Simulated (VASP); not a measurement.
Write the native input for VASP 6.6.1 that does the following.

* Task: single point
* Functional: PBE
* Potentials or basis: VASP PAW PBE potentials, release 64 (Si)
* Cutoff: 520 eV
* k mesh: 16 × 16 × 16
* Occupations: gaussian, width 0.05 eV
* Spin: no spin polarisation
* Dipole correction: no
* Further INCAR settings: ALGO = Normal; EDIFF = 1e-07; NBANDS = 11

The structure of Si lies in POSCAR:

```
Si
1.0
    0.0000000000      2.5807151291      2.5807151291
    2.5807151291      0.0000000000      2.5807151291
    2.5807151291      2.5807151291      0.0000000000
Si
2
Direct
    0.7500000000      0.7500000000      0.7500000000
    0.5000000000      0.5000000000      0.5000000000
```

This cell differs from its parent crystal: volume scaled by 0.840.

These files were run (other wordings do the same):

INCAR

```
SYSTEM = Si
PREC     = Accurate       ! precision mode
ENCUT    = 520            ! plane-wave cutoff, eV
EDIFF    = 1E-7           ! SCF threshold, eV
ISMEAR   = 0              ! smearing method
SIGMA    = 0.05           ! smearing width, eV
LREAL    = .False.        ! projectors in reciprocal space
LASPH    = .True.         ! aspherical terms in the spheres
NELM     = 80             ! most SCF steps
ALGO     = Normal         ! electronic algorithm
ISIF     = 2              ! what is computed and relaxed
LWAVE    = .False.        ! write WAVECAR
LCHARG   = .False.        ! write CHGCAR
GGA      = PE             ! functional
NBANDS   = 11             ! bands
```

KPOINTS

```
regular mesh
0
Gamma
  16 16 16
  0 0 0
```

Potentials or basis: VASP PAW PBE potentials, release 64 (Si).

Run with:

```console
$ cat potpaw_PBE.64/Si/POTCAR > POTCAR
$ mpirun -np 1 vasp_std > vasp.out
```

It gave:

* Pressure: 22.2 GPa
* Band gap on the k mesh: 0.25 eV, indirect (least direct gap 2.61 eV)

It took 34 s on 1 thread of Intel(R) Xeon(R) Platinum 8259CL CPU @ 2.50GHz (Skylake/Cascade Lake), on a shared host, peak memory 0.17 GiB.
